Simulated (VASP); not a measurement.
Crystal: Mg3CdSe4.

```
CELL_PARAMETERS angstrom
0.08793 -0.04842 -6.82659
-0.09160 -7.36746 -0.05171
-8.48881 -0.10579 0.10844
ATOMIC_POSITIONS crystal
Mg 0.98893 0.66010 0.73214
Mg 0.96956 0.65211 0.26360
Mg 0.52333 0.80979 0.98737
Mg 0.00300 0.16006 0.52425
Mg 0.53838 0.32636 0.24051
Mg 0.49356 0.30920 0.76019
Cd 0.46990 0.87844 0.50974
Cd 0.04305 0.15303 0.99011
Se 0.12044 0.84600 0.49616
Se 0.12547 0.82418 0.00530
Se 0.63142 0.68988 0.78322
Se 0.61687 0.68388 0.24690
Se 0.12380 0.34033 0.72478
Se 0.11308 0.32323 0.23813
Se 0.59833 0.15748 0.01169
Se 0.64089 0.18592 0.48591
```

```yaml
Program: VASP 6.6.1
Task: relaxation of cell and atoms
Functional: PBE
Potentials_or_basis: VASP PAW PBE potentials, release 64 (Mg, Cd, Se)
Cutoff: 600 eV
k_mesh: 2 × 2 × 2
Occupations: gaussian, width 0.1 eV
Spin: no spin polarisation
```

At the start: pressure 4.1 GPa; volume 26.67 Å³/atom.

How do energy, volume and symmetry change on relaxing?

Over 22 steps the energy falls by 187.9 meV/atom and the volume is 27.61 Å³/atom (+3.5 %); space group P1 (No. 1, to 0.1 Å) before, Pmn2_1 (No. 31, to 0.1 Å).

The path:
| step | energy change (eV) | largest force (eV/Å) | pressure (GPa) | volume (Å³) |
| --- | --- | --- | --- | --- |
| 1 | 0.0000 | 5.7564 | 4.12 | 426.78 |
| 2 | -1.9655 | 0.9802 | -1.96 | 470.47 |
| 3 | -1.9874 | 0.9499 | -1.37 | 463.47 |
| 4 | -2.4585 | 0.6867 | -0.67 | 451.39 |
| 5 | -2.7185 | 0.6670 | 0.87 | 434.06 |
| 6 | -2.8494 | 0.4728 | 0.12 | 440.20 |
| 7 | -2.8632 | 0.4911 | -0.17 | 442.98 |
| 8 | -2.9231 | 0.2501 | -0.04 | 441.66 |
| 9 | -2.9384 | 0.1973 | 0.10 | 440.55 |
| 10 | -2.9608 | 0.1788 | -0.03 | 441.81 |
| 11 | -2.9680 | 0.1919 | -0.14 | 443.03 |
| 12 | -2.9857 | 0.1199 | 0.03 | 441.43 |
| 13 | -2.9893 | 0.1152 | 0.14 | 440.38 |
| 14 | -2.9972 | 0.0883 | -0.09 | 442.61 |
| 15 | -2.9976 | 0.0976 | -0.16 | 443.28 |
| 16 | -3.0021 | 0.0594 | 0.05 | 441.31 |
| 17 | -3.0022 | 0.0587 | 0.07 | 441.08 |
| 18 | -3.0044 | 0.0361 | -0.01 | 441.86 |
| 19 | -3.0046 | 0.0489 | -0.03 | 442.12 |
| 20 | -3.0058 | 0.0354 | 0.00 | 441.77 |
| 21 | -3.0058 | 0.0355 | 0.01 | 441.72 |
| 22 | -3.0066 | 0.0225 | 0.00 | 441.77 |

Final structure:
```
Mg Cd Se
1.0
    -0.00064    0.00231   -6.94038
    -0.00644   -7.40587   -0.00005
    -8.59484   -0.00744    0.00018
Mg Cd Se
6 2 8
Direct
  0.00184 0.66391 0.74957
  0.00225 0.66471 0.25008
  0.50233 0.83337 0.00195
  0.00145 0.16732 0.49819
  0.50185 0.33546 0.25029
  0.50232 0.33592 0.74985
  0.49883 0.83556 0.50192
  0.99970 0.16354 0.99818
  0.11171 0.83296 0.50000
  0.12785 0.82173 0.99952
  0.62794 0.66555 0.75735
  0.62780 0.66505 0.24640
  0.12770 0.33474 0.74244
  0.12718 0.33500 0.25376
  0.61205 0.16769 0.00022
  0.62719 0.17750 0.50027
```

Caveat: the k points lie up to 0.45 Å⁻¹ apart in the final cell.
